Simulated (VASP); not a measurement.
A run of VASP 6.6.1:

Contents of POSCAR:

```
MgSi
1.0
    3.1329724629      0.0000000000      0.0000000000
    0.0000000000      3.1329724629      0.0000000000
    0.0000000000      0.0000000000      3.5362261907
Mg Si
1 1
Direct
    0.0000000000      0.0000000000      0.0000000000
    0.5000000000      0.5000000000      0.5000000000
```

INCAR.step1

```
SYSTEM = MgSi
PREC = Accurate ; ENCUT = 520
ISMEAR = 0 ; SIGMA = 0.15
LREAL = .False. ; LASPH = .True.
NELM = 80 ; NBANDS = 10
GGA = PE ; ALGO = Normal
EDIFF = 1E-4 ; LWAVE = .True.
LCHARG = .False.
```

The input INCAR.step2:

```
SYSTEM = MgSi
PREC = Accurate ; ENCUT = 520
EDIFF = 1E-6 ; ISMEAR = 0
SIGMA = 0.15 ; LREAL = .False.
LASPH = .True. ; NELM = 80
ALGO = Normal ; ISIF = 2
LWAVE = .False. ; LCHARG = .True.
METAGGA = R2SCAN ; LMIXTAU = .True.
LELF = .True. ; LVHAR = .True.
NBANDS = 10 ; ISTART = 1
```

File KPOINTS:

```
regular mesh
0
Gamma
  18 18 14
  0 0 0
```

Potentials or basis: VASP PAW PBE potentials, release 64 (Mg, Si).

Command:

```sh
$ cat potpaw_PBE.64/Mg/POTCAR potpaw_PBE.64/Si/POTCAR > POTCAR
$ cp INCAR.step1 INCAR
$ mpirun -np 1 vasp_std > vasp.out
$ cp INCAR.step2 INCAR
$ mpirun -np 1 vasp_std > vasp.out
```

Hardware: 1 thread of Intel(R) Xeon(R) Platinum 8488C (Sapphire Rapids) (shared host).

Problem. Estimate the wall time of this run.

Solution. Wall time 3.2 min on 1 thread of Intel(R) Xeon(R) Platinum 8488C (Sapphire Rapids), on a shared host, peak memory 0.29 GiB. Counts: k points 440.
